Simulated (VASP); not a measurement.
Crystal: NaPbBr3.

```xyz
5
Lattice="5.7326 0.0000 0.0000 0.0000 5.7326 0.0000 0.0000 0.0000 5.9550" Properties=species:S:1:pos:R:3 pbc="T T T"
Na    0.0000    0.0000    0.0000
Pb    2.8663    2.8663    2.9775
Br    2.8663    2.8663    0.0000
Br    2.8663    0.0000    2.9775
Br    0.0000    2.8663    2.9775
```

This cell differs from its parent crystal: epitaxial xy strain -3.0%.

Base run:

| Quantity | Value |
| --- | --- |
| Program | VASP 6.6.1 |
| Functional | r2SCAN |
| Potentials or basis | VASP PAW PBE potentials, release 64 (Na_pv, Pb_d, Br) |
| Cutoff | 520 eV |
| k mesh | 4 × 4 × 4 |
| Occupations | gaussian, width 0.01 eV |
| Spin | no spin polarisation |

Its results: band gap on the k mesh 1.58 eV; pressure 1.3 GPa.

Task: The run is repeated on the same cell with these changes: functional from r2SCAN to PBE; occupations from gaussian, width 0.01 eV to fermi-dirac, width 0.02 eV. What comes out?

Result: Band gap on the k mesh 1.21 eV (least direct gap 1.22 eV); pressure 1.8 GPa.

Caveats: spin-orbit coupling is left out, which moves the levels of the heavy elements; the PAW data sets were made with another functional, which shifts forces and pressure a little (at least some runs).

A k mesh can miss the band edges.
